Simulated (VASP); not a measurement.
Set up this calculation in VASP 6.6.1, as the native input.

| Property | Result |
| --- | --- |
| Task | single point |
| Functional | PBE |
| Dispersion | D3(BJ) |
| Potentials or basis | VASP PAW PBE potentials, release 64 (Se, Pt) |
| Cutoff | 520 eV |
| k mesh | 12 × 12 × 1 |
| Occupations | gaussian, width 0.02 eV |
| Spin | no spin polarisation |
| Dipole correction | yes |
| Further INCAR settings | ALGO = Normal; EDIFF = 1e-06; NBANDS = 43 |

The structure of PtSe2 lies in POSCAR:

```
PtSe2
1.0
    3.7270000000      0.0000000000      0.0000000000
   -1.8635000000      3.2276766799      0.0000000000
    0.0000000000      0.0000000000     49.2400000000
Se Pt
6 3
Direct
    0.6666666667      0.3333333333      0.1845910517
    0.3333333333      0.6666666667      0.2377828496
    0.6666666667      0.3333333333      0.2854478051
    0.3333333333      0.6666666667      0.3384352168
    0.6666666667      0.3333333333      0.3861001724
    0.3333333333      0.6666666667      0.4392919702
    0.0000000000      0.0000000000      0.2115341141
    0.0000000000      0.0000000000      0.3119415110
    0.0000000000      0.0000000000      0.4123489078
```

One way to write it, as run:

INCAR

```
SYSTEM = PtSe2
ALGO = Normal
DIPOL = 0.5 0.5 0.312
EDIFF = 1E-6
ENCUT = 520
GGA = PE
IDIPOL = 3
ISIF = 2
ISMEAR = 0
IVDW = 12
LASPH = .True.
LCHARG = .False.
LDIPOL = .True.
LREAL = .False.
LWAVE = .False.
NBANDS = 43
NELM = 60
PREC = Accurate
SIGMA = 0.02
```

KPOINTS

```
k-points
0
Gamma
  12 12 1
  0 0 0
```

Potentials or basis: VASP PAW PBE potentials, release 64 (Se, Pt).

Command:

```sh
$ cat potpaw_PBE.64/Se/POTCAR potpaw_PBE.64/Pt/POTCAR > POTCAR
$ mpirun -np 1 vasp_std > vasp.out
```

It gave:

* Largest force: 0.005 eV/Å
* Band gap on the k mesh: 0.01 eV (least direct gap 0.67 eV)
* Dispersion energy per atom: -0.420 eV

Caveat: spin-orbit coupling is left out, which moves the levels of the heavy elements.

It took 12 min on 1 thread of Intel(R) Xeon(R) Platinum 8375C CPU @ 2.90GHz (Ice Lake), with other jobs on the host, peak memory 0.86 GiB.
